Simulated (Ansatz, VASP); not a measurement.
**BaTiO3: VASP beside Ansatz**

INCAR

```
SYSTEM = BaTiO3
ALGO = Normal
EDIFF = 1E-6
ENCUT = 520
GGA = PE
ISIF = 2
ISMEAR = -1
LASPH = .True.
LCHARG = .False.
LREAL = .False.
LWAVE = .False.
NBANDS = 28
NELM = 80
PREC = Accurate
SIGMA = 0.05
```

KPOINTS

```
k-points
0
Gamma
  9 9 9
  0 0 0
```

The input POSCAR:

```
BaTiO3
1.0
    2.8276681575      1.6325549719      2.3409089241
   -2.8276681575      1.6325549719      2.3409089241
    0.0000000000     -3.2651099438      2.3409089241
Ba Ti O
1 1 3
Direct
    0.0000000000      0.0000000000      0.0000000000
    0.5140000000      0.5140000000      0.5140000000
    0.4916000000      0.4916000000      0.9815000000
    0.4916000000      0.9815000000      0.4916000000
    0.9815000000      0.4916000000      0.4916000000
```

Input for Ansatz:

```yaml
crystal:
  lattice:
    - [2.8276681575, 1.6325549719, 2.3409089241]
    - [-2.8276681575, 1.6325549719, 2.3409089241]
    - [0.0, -3.2651099438, 2.3409089241]
  atoms:
    - { symbol: Ba, position: [0.0, 0.0, 0.0] }
    - { symbol: Ti, position: [0.514, 0.514, 0.514] }
    - { symbol: O, position: [0.4916, 0.4916, 0.9815] }
    - { symbol: O, position: [0.4916, 0.9815, 0.4916] }
    - { symbol: O, position: [0.9815, 0.4916, 0.4916] }
kpoints:
  mp_grid: { grid: [9, 9, 9] }
  band_path:
    path:
      - [0.0, 0.0, 0.0]
      - [0.5, 0.5, 0.5]
      - [0.5090868055, 0.4909131945, 0.5]
      - [0.5, -0.4909131945, 0.4909131945]
      - [0.5, 0.0, 0.0]
      - [0.0, 0.0, 0.0]
      - [0.4954565973, -0.4954565973, 0.0]
      - [0.5045434027, 0.0, 0.4954565973]
      - [0.5, 0.0, 0.5]
    npoints: 5
scf:
  occupations: { method: fermi_dirac, width: 0.05 }
hamiltonian:
  xc: pbe
  pseudopotentials: { kind: all_electron, lapw: { basis_error: 0.001 } }
output:
  forces: true
  stress: true
  eigenvalues: true
```

Change from the starting cell: zz strain of +1 %.

Alike in both runs: task single point; functional PBE; k mesh 9 × 9 × 9; occupations fermi-dirac, width 0.05 eV; no spin polarisation.

|  | VASP | Ansatz |
| --- | --- | --- |
| version | VASP 6.6.1 | Ansatz 0.2.0 |
| potentials or method | VASP PAW PBE potentials, release 64 (Ba_sv, Ti_sv, O), cutoff 520 eV | all-electron LAPW, scalar-relativistic |

Ansatz gave:

* gap on the k mesh at the Fermi level (eV): 2.41
* pressure (GPa): 3.3
* traceless stress, the component that is largest in VASP (GPa): -1.60
* rms of the force components (eV/Å): 0.072

Question: Estimate VASP's values.

Answer: gap on the k mesh at the Fermi level (eV): 2.36; pressure (GPa): 5.1; traceless stress, the component that is largest in VASP (GPa): -1.69; rms of the force components (eV/Å): 0.079.

Atom by atom the forces differ by 0.029 eV/Å (rms over components). Ansatz ran all-electron here, and VASP with PAW potentials.

Neither program's run includes spin-orbit coupling.
